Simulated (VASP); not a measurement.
# Ir (Fm-3m) in VASP: single point with PBE

Aim: the single point of Ir with PBE.

All numbers are computed with VASP 6.6.1; they aren't measurements. Logs are shortened: lines on timing, memory, paths and dates and some standing lists are left out, and cuts for length are marked.

## 1. The cell of the first run

The structure is cubic, space group Fm-3m (No. 225). The conventional cell has a = 3.831 Å, b = 3.831 Å, c = 3.831 Å, α = 90.00°, β = 90.00°, γ = 90.00°. Within 3.6 Å of Ir (site symmetry m-3m) lie 12 Ir at 2.71 Å.

## 2. Single point, PBE

File INCAR:

```
SYSTEM = Ir
  ALGO = Normal
  EDIFF = 1E-6
  ENCUT = 520
  GGA = PE
  ISIF = 2
  ISMEAR = -1
  LASPH = .TRUE.
  LCHARG = .FALSE.
  LREAL = .FALSE.
  LWAVE = .FALSE.
  NBANDS = 10
  NELM = 100
  PREC = Accurate
  SIGMA = 0.1
```

File KPOINTS:

```
k-points
0
G
  12 12 12
  0 0 0
```

File POSCAR:

```
Ir
1.0
    0.0000000000      1.9156000000      1.9156000000
    1.9156000000      0.0000000000      1.9156000000
    1.9156000000      1.9156000000      0.0000000000
Ir
1
Direct
    0.0000000000      0.0000000000      0.0000000000
```

Potentials or basis: VASP PAW PBE potentials, release 64 (Ir).

On the command line:

```console
$ cat potpaw_PBE.64/Ir/POTCAR > POTCAR
$ mpirun -np 1 vasp_std > vasp.out
```

OUTCAR:

```text
SYSTEM = Ir
   EDIFF = 1E-6
   ENCUT = 520
   GGA = PE
   ISIF = 2
   ISMEAR = -1
   LASPH = .TRUE.
   LREAL = .FALSE.
   NELM = 100
   PREC = Accurate

 ion  position               nearest neighbor table
   1  0.000  0.000  0.000-

  LATTYP: Found a face centered cubic cell.
 ALAT       =     3.8312000000

  Lattice vectors:

 A1 = (   0.0000000000,   1.9156000000,   1.9156000000)
 A2 = (   1.9156000000,   0.0000000000,   1.9156000000)
 A3 = (   1.9156000000,   1.9156000000,   0.0000000000)

Analysis of symmetry for initial positions (statically):
=====================================================================
 Subroutine PRICEL returns:
 Original cell was already a primitive cell.

 Routine SETGRP: Setting up the symmetry group for a
 face centered cubic supercell.

 Subroutine GETGRP returns: Found 48 space group operations
 (whereof 48 operations were pure point group operations)
 out of a pool of 48 trial point group operations.

The static configuration has the point symmetry O_h .

Analysis of symmetry for dynamics (positions and initial velocities):
=====================================================================
 Subroutine PRICEL returns:
 Original cell was already a primitive cell.

 Routine SETGRP: Setting up the symmetry group for a
 face centered cubic supercell.

 Subroutine GETGRP returns: Found 48 space group operations
 (whereof 48 operations were pure point group operations)
 out of a pool of 48 trial point group operations.

The dynamic configuration has the point symmetry O_h .

 Subroutine INISYM returns: Found 48 space group operations
 (whereof 48 operations are pure point group operations),
 and found     1 'primitive' translations

----------------------------------------------------------------------------------------

                                     Primitive cell

  volume of cell :      14.0587

  direct lattice vectors                    reciprocal lattice vectors
     0.000000000  1.915600000  1.915600000    -0.261014826  0.261014826  0.261014826
     1.915600000  0.000000000  1.915600000     0.261014826 -0.261014826  0.261014826
     1.915600000  1.915600000  0.000000000     0.261014826  0.261014826 -0.261014826

  length of vectors
     2.709067500  2.709067500  2.709067500     0.452090940  0.452090940  0.452090940

  position of ions in fractional coordinates (direct lattice)
     0.000000000  0.000000000  0.000000000

  ion indices of the primitive-cell ions
   primitive index   ion index
                 1           1

----------------------------------------------------------------------------------------

 KPOINTS: k-points

Automatic generation of k-mesh.
 Grid dimensions read from file:
 generate k-points for:   12   12   12

 Generating k-lattice:

  Cartesian coordinates                     Fractional coordinates (reciprocal lattice)
    -0.021751235  0.021751235  0.021751235     0.083333333  0.000000000  0.000000000
     0.021751235 -0.021751235  0.021751235     0.000000000  0.083333333  0.000000000
     0.021751235  0.021751235 -0.021751235     0.000000000  0.000000000  0.083333333

  Length of vectors
     0.037674245  0.037674245  0.037674245

  Shift w.r.t. Gamma in fractional coordinates (k-lattice)
     0.000000000  0.000000000  0.000000000

 Subroutine IBZKPT returns following result:
 ===========================================

 Found     72 irreducible k-points:

 Following reciprocal coordinates:
            Coordinates               Weight
  0.000000  0.000000  0.000000      1.000000
  0.083333  0.000000  0.000000      8.000000
  0.166667  0.000000  0.000000      8.000000
  0.250000  0.000000  0.000000      8.000000
  0.333333  0.000000  0.000000      8.000000
  0.416667  0.000000  0.000000      8.000000
[... 16 lines left out ...]
  0.500000  0.166667  0.000000     24.000000
 -0.416667  0.166667  0.000000     24.000000
 [... further k-points ...]
   k-points           NKPTS =     72   k-points in BZ     NKDIM =     72   number of bands    NBANDS=     10
   number of dos      NEDOS =    301   number of ions     NIONS =      1
   total plane-waves  NPLWV =   8000
   dimension x,y,z NGX =    20 NGY =   20 NGZ =   20
   dimension x,y,z NGXF=    40 NGYF=   40 NGZF=   40
   ions per type =               1
   NGX,Y,Z   is equivalent  to a cutoff of  12.27, 12.27, 12.27 a.u.
   NGXF,Y,Z  is equivalent  to a cutoff of  24.55, 24.55, 24.55 a.u.
 SYSTEM =  Ir
   PREC   = accura    normal or accurate (medium, high low for compatibility)
   ISTART =      0    job   : 0-new  1-cont  2-samecut
   ICHARG =      2    charge: 1-file 2-atom 10-const
   ISPIN  =      1    spin polarized calculation?
   LNONCOLLINEAR =      F non collinear calculations
   LSORBIT =      F    spin-orbit coupling
   LASPH  =      T    aspherical Exc in radial PAW
   ENCUT  =  520.0 eV  38.22 Ry    6.18 a.u.   5.04  5.04  5.04*2*pi/ulx,y,z
   NELM   =    100;   NELMIN=  2; NELMDL= -5     # of ELM steps
   EDIFF  = 0.1E-05   stopping-criterion for ELM
   LREAL  =      F    real-space projection
   EDIFFG = 0.1E-04   stopping-criterion for IOM
   NSW    =      0    number of steps for IOM
   IBRION =     -1    ionic relax: 0-MD 1-quasi-New 2-CG
   NFREE  =      0    steps in history (QN), initial steepest desc. (CG)
   ISIF   =      2    stress and relaxation
   ISYM   =      2    0-nonsym 1-usesym 2-fastsym
   POTIM  = 0.5000    time-step for ionic-motion
   TEBEG  =    0.0;   TEEND  =   0.0 temperature during run
   PSTRESS=    0.0 pullay stress
   NELECT =       9.0000    total number of electrons
   NUPDOWN=      -1.0000    fix difference up-down
   EMIN   =  10.00;   EMAX   =-10.00  energy-range for DOS
   EFERMI =   0.00;   METHOD = LEGACY
   ISMEAR =    -1;   SIGMA  =   0.10  broadening in eV -4-tet -1-fermi 0-gaus
   EFERMI_NEDOS =   21; number of points for ismear=-14 and -15
   IALGO  =     38    algorithm
   IMIX   =      4    mixing-type and parameters
     AMIX     =   0.40;   BMIX     =  1.00
     AMIX_MAG =   1.60;   BMIX_MAG =  1.00
  volume/ion in A,a.u.               =      14.06        94.87
  Fermi-wavevector in a.u.,A,eV,Ry     =   1.410937  2.666284 27.085691  1.990742
  Thomas-Fermi vector in A             =   2.532839
   LORBIT       =      0    0 simple, 1 ext, 2 COOP (PROOUT), +10 PAW based schemes
   GGA     = PE    functional components
   LHFCALC =     F    Hartree Fock is set to
   AEXX    =    0.0000 exact exchange contribution
   IVDW    =     0    specifies the selected vdW correction
   LEPSILON=     F    determine dielectric tensor
   LRPA    =     F    only Hartree local field effects (RPA)
 non-spin polarized calculation
  energy-cutoff  :      520.00
  volume of cell :       14.06
 maximum number of plane-waves:       388
   NGX =  9   NGY =  9   NGZ =  9

 number of electron       9.0000000 magnetization

 Free energy of the ion-electron system (eV)
  ---------------------------------------------------
  ext. energy  EPLUGINS =         0.00000000
  ---------------------------------------------------
  free energy    TOTEN  =        -8.86108959 eV

  energy without entropy =       -8.84011216  energy(sigma->0) =       -8.85060088

 E-fermi :  10.4993     XC(G=0): -14.0263

 val. band max:       10.4228588781   @ k =  -0.4167   0.4167   0.0000
 cond. band min:      10.5206210129   @ k =   0.3333   0.0833   0.0000
 fundamental gap:      0.0977621348
 Fermi energy:        10.4992896258

 k-point     1 :       0.0000    0.0000    0.0000
  band No.  band energies     occupation
      1      -0.6716      2.00000
      2       6.5915      2.00000
      3       6.5915      2.00000
      4       6.5915      2.00000
      5       9.3047      1.99999
      6       9.3047      1.99999
      7      24.8319      0.00000
      8      30.4511      0.00000
      9      30.4511      0.00000
     10      30.4511      0.00000

 k-point     2 :       0.0833    0.0000    0.0000
  band No.  band energies     occupation
      1      -0.3632      2.00000
      2       6.4310      2.00000
      3       6.7226      2.00000
      4       6.7226      2.00000
      5       9.2229      1.99999
      6       9.2229      1.99999
      7      25.3603      0.00000
      8      29.0038      0.00000
      9      30.9606      0.00000
     10      30.9606      0.00000

 k-point     3 :       0.1667    0.0000    0.0000
  band No.  band energies     occupation
      1       0.4826      2.00000
      2       6.1082      2.00000
      3       6.9886      2.00000
      4       6.9886      2.00000
      5       9.1454      2.00000
      6       9.1454      2.00000
      7      26.4300      0.00000
      8      26.8829      0.00000
      9      32.3834      0.00000
     10      32.3834      0.00000

 k-point     4 :       0.2500    0.0000    0.0000
  band No.  band energies     occupation
      1       1.5472      2.00000
      2       6.0790      2.00000
      3       7.0371      2.00000
      4       7.0371      2.00000
      5       9.4879      1.99992
      6       9.4879      1.99992
      7      24.3296      0.00000
      8      27.3249      0.00000
      9      34.2948      0.00000
     10      34.2952      0.00000

 k-point     5 :       0.3333    0.0000    0.0000
  band No.  band energies     occupation
      1       2.2185      2.00000
      2       6.8102      2.00000
      3       6.8102      2.00000
      4       6.9835      2.00000
      5      10.2849      1.79019
      6      10.2849      1.79019
      7      21.8441      0.00000
      8      26.0435      0.00000
      9      33.1978      0.00000
     10      33.1978      0.00000

 k-point     6 :       0.4167    0.0000    0.0000
  band No.  band energies     occupation
      1       2.3558      2.00000
      2       6.5749      2.00000
      3       6.5749      2.00000
      4       8.6949      2.00000
      5      11.0834      0.00580
      6      11.0834      0.00580
      7      19.2124      0.00000
      8      24.7890      0.00000
      9      31.1395      0.00000
     10      31.1395      0.00000

 k-point     7 :       0.5000    0.0000    0.0000
  band No.  band energies     occupation
      1       2.3492      2.00000
      2       6.4831      2.00000
      3       6.4831      2.00000
      4       9.7377      1.99902
      5      11.4211      0.00020
      6      11.4211      0.00020
      7      17.8454      0.00000
      8      24.3730      0.00000
      9      30.3628      0.00000
     10      30.3628      0.00000

 k-point     8 :       0.0833    0.0833    0.0000
  band No.  band energies     occupation
      1      -0.2593      2.00000
      2       6.2792      2.00000
      3       6.8259      2.00000
      4       6.8259      2.00000
      5       8.9447      2.00000
      6       9.4269      1.99996
      7      25.5482      0.00000
      8      29.4194      0.00000
      9      30.6053      0.00000
     10      30.6053      0.00000

 k-point     9 :       0.1667    0.0833    0.0000
  band No.  band energies     occupation
      1       0.4158      2.00000
      2       5.9365      2.00000
      3       7.0963      2.00000
      4       7.1184      2.00000
      5       8.6390      2.00000
      6       9.5287      1.99988
      7      26.6218      0.00000
      8      27.6836      0.00000
      9      31.1210      0.00000
     10      31.7616      0.00000
[... 118 lines left out ...]
 k-point    19 :       0.1667    0.1667    0.0000
  band No.  band energies     occupation
      1       0.8832      2.00000
      2       5.5083      2.00000
      3       7.5165      2.00000
      4       7.5165      2.00000
      5       8.0830      2.00000
      6       9.7716      1.99862
      7      27.4806      0.00000
      8      28.5199      0.00000
      9      30.5030      0.00000
     10      30.5030      0.00000

 k-point    20 :       0.2500    0.1667    0.0000
  band No.  band energies     occupation
      1       1.7638      2.00000
      2       5.1169      2.00000
      3       7.2714      2.00000
      4       7.8886      2.00000
      5       8.5183      2.00000
      6      10.0792      1.97049
      7      26.9981      0.00000
      8      28.6730      0.00000
      9      30.1831      0.00000
     10      30.8527      0.00000

 k-point    21 :       0.3333    0.1667    0.0000
  band No.  band energies     occupation
      1       2.7112      2.00000
      2       5.0785      2.00000
      3       6.6531      2.00000
      4       7.9056      2.00000
      5       9.8629      1.99656
      6      10.6954      0.24675
      7      24.3122      0.00000
      8      28.0803      0.00000
      9      29.6140      0.00000
     10      31.4448      0.00000

 k-point    22 :       0.4167    0.1667    0.0000
  band No.  band energies     occupation
      1       3.1483      2.00000
      2       5.6601      2.00000
      3       6.3629      2.00000
      4       7.6719      2.00000
      5      11.3380      0.00046
      6      11.6839      0.00001
      7      21.0437      0.00000
      8      26.7716      0.00000
      9      28.9118      0.00000
     10      31.0541      0.00000

 k-point    23 :       0.5000    0.1667    0.0000
  band No.  band energies     occupation
      1       3.2275      2.00000
      2       5.6902      2.00000
      3       7.1600      2.00000
      4       7.4300      2.00000
      5      11.5019      0.00009
      6      13.7206      0.00000
      7      18.1372      0.00000
      8      26.0294      0.00000
      9      28.9175      0.00000
     10      29.4463      0.00000

 k-point    24 :      -0.4167    0.1667    0.0000
  band No.  band energies     occupation
      1       3.2988      2.00000
      2       5.7153      2.00000
      3       7.3161      2.00000
      4       7.5012      2.00000
      5      10.9714      0.01766
      6      14.3179      0.00000
      7      17.8203      0.00000
      8      25.8543      0.00000
      9      28.1357      0.00000
     10      30.1621      0.00000

 [... further k-points ...]
[... 5 lines left out ...]
  --------------------------------------------------------------------------------------
  -------------------------------------------------------------------------------------
  Total        1.0513451      1.0513451      1.0513451      0.0000000      0.0000000      0.0000000
  in kB      119.8150530    119.8150530    119.8150530      0.0000000      0.0000000      0.0000000
  external PRESSURE =     119.8150530 kB  Pullay stress =       0.0000000 kB

 VOLUME and BASIS-vectors are now :
 -----------------------------------------------------------------------------
  energy-cutoff  :      520.00
  volume of cell :       14.06
      direct lattice vectors                 reciprocal lattice vectors
     0.000000000  1.915600000  1.915600000    -0.261014826  0.261014826  0.261014826
     1.915600000  0.000000000  1.915600000     0.261014826 -0.261014826  0.261014826
     1.915600000  1.915600000  0.000000000     0.261014826  0.261014826 -0.261014826

 POSITION                                       TOTAL-FORCE (eV/Angst)
 -----------------------------------------------------------------------------------
      0.00000      0.00000      0.00000         0.000000      0.000000      0.000000
 -----------------------------------------------------------------------------------
    total drift:                                0.000000     -0.000000     -0.000000

  FREE ENERGIE OF THE ION-ELECTRON SYSTEM (eV)
  ---------------------------------------------------
  free  energy   TOTEN  =        -8.8610895935 eV

  energy  without entropy=       -8.8401121617  energy(sigma->0) =       -8.85060088
```

It took 7.2 s on 1 thread of Intel Xeon Platinum 8488C (Sapphire Rapids), shared host; peak memory 0.13 GiB.

What came out:

* Free energy: -8.8611 eV
* Pressure: 12.0 GPa

Levels at points of the mesh, in eV from the Fermi level:
```
           k point  band 1  band 2  band 3  band 4  band 5  band 6  band 7  band 8  band 9
(0.00, 0.00, 0.00)  -11.17   -3.91   -3.91   -3.91   -1.19   -1.19   14.33   19.95   19.95
(0.50, 0.00, 0.00)   -8.15   -4.02   -4.02   -0.76    0.92    0.92    7.35   13.87   19.86
(0.50, 0.50, 0.00)   -7.97   -7.39    0.89    1.51    1.51    1.72   10.62   11.76   11.76
```

Caveat: spin-orbit coupling is left out, which moves the levels of the heavy elements.
